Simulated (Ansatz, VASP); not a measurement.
One calculation of ZnCu2, two programs

The input INCAR:

```
PREC = Accurate
ENCUT = 520
EDIFF = 1E-6
ISMEAR = 0
SIGMA = 0.1
LREAL = F
LASPH = T
NELM = 80
ALGO = Fast
ISIF = 2
LWAVE = F
LCHARG = T
GGA = PS
LELF = T
LVHAR = T
NBANDS = 24
```

The input KPOINTS:

```
Automatic mesh
0
Gamma
  18 18 8
```

POSCAR

```
ZnCu2
1.0
    2.5838256049      0.0000000000      0.0000000000
   -1.2919128025      2.2376586128      0.0000000000
    0.0000000000      0.0000000000      6.2933738000
Zn Cu
1 2
Direct
    0.0000000000      0.0000000000      0.0000000000
    0.3333333333      0.6666666667      0.6621414900
    0.6666666667      0.3333333333      0.3378585100
```

Input for Ansatz:

```yaml
crystal:
  lattice:
    - [2.5838256049, 0.0, 0.0]
    - [-1.2919128025, 2.2376586128, 0.0]
    - [0.0, 0.0, 6.2933738]
  atoms:
    - { symbol: Zn, position: [0.0, 0.0, 0.0] }
    - { symbol: Cu, position: [0.3333333333, 0.6666666667, 0.66214149] }
    - { symbol: Cu, position: [0.6666666667, 0.3333333333, 0.33785851] }
basis:
  ecutwfc: 500
kpoints:
  mp_grid: { grid: [18, 18, 8] }
hamiltonian:
  xc: pbesol
scf:
  occupations: { method: gaussian, width: 0.1 }
output:
  forces: true
  stress: true
  eigenvalues: true
```

Alike in both runs: task single point; functional PBEsol; k mesh 18 × 18 × 8; occupations gaussian, width 0.1 eV; no spin polarisation.

```csv
,VASP,Ansatz
version,VASP 6.6.1,Ansatz 0.2.0
potentials or method,"VASP PAW PBE potentials, release 64 (Zn, Cu), cutoff 520 eV","scalar-relativistic, plane waves, PAW"
valence electrons in the cell,34,50
```

```tsv
	VASP	Ansatz	Ansatz less VASP
gap on the k mesh at the Fermi level (eV)	none	none	-
pressure (GPa)	-0.3	-1.5	-1.19
traceless stress, the component that is largest in VASP (GPa)	-0.90	-0.98	-0.072
```

VASP's potentials were made for PBE, not for PBEsol. A gap of «none» marks a metal or a gap that the smearing closes. VASP's potentials hold 34 valence electrons a cell and Ansatz's 50, so a difference there can come from the potentials and not from the codes.
